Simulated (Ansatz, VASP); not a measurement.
# Two plane-wave programs on Rh

The input INCAR:

```
SYSTEM = Rh
PREC = Accurate
ENCUT = 520
EDIFF = 1E-6
ISMEAR = 0
SIGMA = 0.15
LREAL = .False.
LASPH = .True.
NELM = 80
ALGO = Fast
ISIF = 2
LWAVE = .False.
LCHARG = .False.
GGA = PE
NBANDS = 22
```

The input KPOINTS:

```
regular mesh
0
Gamma
  18 18 10
  0 0 0
```

POSCAR

```
Rh
1.0
    2.6704000000      0.0000000000      0.0000000000
   -1.3352000000      2.3126342383      0.0000000000
    0.0000000000      0.0000000000      4.3150000000
Rh
2
Direct
    0.6666666667      0.3333333333      0.7500000000
    0.3333333333      0.6666666667      0.2500000000
```

Input for Ansatz:

```yaml
crystal:
  lattice:
    - [2.6704, 0.0, 0.0]
    - [-1.3352, 2.3126342383, 0.0]
    - [0.0, 0.0, 4.315]
  atoms:
    - { symbol: Rh, position: [0.6666666667, 0.3333333333, 0.75] }
    - { symbol: Rh, position: [0.3333333333, 0.6666666667, 0.25] }
basis:
  ecutwfc: 420
kpoints:
  mp_grid: { grid: [18, 18, 10] }
hamiltonian:
  xc: pbe
  pseudopotentials: { kind: paw, azcp: { folder: soft_1 } }
scf:
  occupations: { method: gaussian, width: 0.15 }
output:
  forces: true
  stress: true
  eigenvalues: true
```

Alike in both runs: task single point; functional PBE; k mesh 18 × 18 × 10; occupations gaussian, width 0.15 eV; no spin polarisation.

```csv
,VASP,Ansatz
version,VASP 6.6.1,Ansatz 0.2.0
potentials or method,"VASP PAW PBE potentials, release 64 (Rh_pv), cutoff 520 eV","scalar-relativistic, plane waves, PAW"
valence electrons in the cell,30,34
```

VASP gave:

| Quantity | Value |
| --- | --- |
| gap on the k mesh at the Fermi level (eV) | none |
| pressure (GPa) | 16.8 |
| traceless stress, the component that is largest in VASP (GPa) | -0.39 |

Task: Estimate Ansatz's values.

Result: gap on the k mesh at the Fermi level (eV): none; pressure (GPa): 16.8; traceless stress, the component that is largest in VASP (GPa): -0.40.

A gap of «none» marks a metal or a gap that the smearing closes. VASP's potentials hold 30 valence electrons a cell and Ansatz's 34, so a difference there can come from the potentials and not from the codes.
